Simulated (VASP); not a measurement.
HfMoSe4, 6 atoms in the cell. Symmetry: F-43m, No. 216, cubic system. Conventional cell: a = 8.751 Å, b = 8.751 Å, c = 8.751 Å, α = 90.00°, β = 90.00°, γ = 90.00°. Within 4.8 Å of Hf (site symmetry -43m) lie 12 Se at 3.63 Å and 4 Mo at 3.79 Å. Within 4.8 Å of Mo (site symmetry -43m) lie 12 Se at 3.63 Å and 4 Hf at 3.79 Å. Within 4.1 Å of Se (site symmetry 3m) lie 6 Se at 3.09 to 3.10 Å and 3 Hf at 3.63 Å and 3 Mo at 3.63 Å. The cell was built from a structure type or drawn by symmetry, and may not be a known phase.

| Item | Value |
| --- | --- |
| Program | VASP 6.6.1 |
| Task | relaxation of cell and atoms |
| Functional | PBE |
| Potentials or basis | VASP PAW PBE potentials, release 64 (Hf_pv, Mo_sv, Se) |
| Cutoff | 600 eV |
| k mesh | 4 × 4 × 4 |
| Occupations | gaussian, width 0.1 eV |
| Spin | collinear spin |
| Starting moments | [0.0, 1.0, 0.0, 0.0, 0.0, 0.0] μB |
| Dipole correction | no |
| Further INCAR settings | ALGO = Normal; EDIFF = 1e-06; IBRION = 2; EDIFFG = -0.04; NSW = 90; ISIF = 3 |

Potentials or basis: VASP PAW PBE potentials, release 64 (Hf_pv, Mo_sv, Se).

The run is started by

```console
$ cat potpaw_PBE.64/Hf_pv/POTCAR potpaw_PBE.64/Mo_sv/POTCAR potpaw_PBE.64/Se/POTCAR > POTCAR
$ mpirun -np 1 vasp_std > vasp.out
```

Hardware: 1 thread of Intel(R) Xeon(R) 6975P-C (Granite Rapids), on a shared host.

Problem. Estimate the wall time of this run.

Solution. Wall time 8.2 min on 1 thread of Intel(R) Xeon(R) 6975P-C (Granite Rapids) (shared host), peak memory 0.52 GiB. Counts: scf iterations 86, k points 8, ion steps 6.
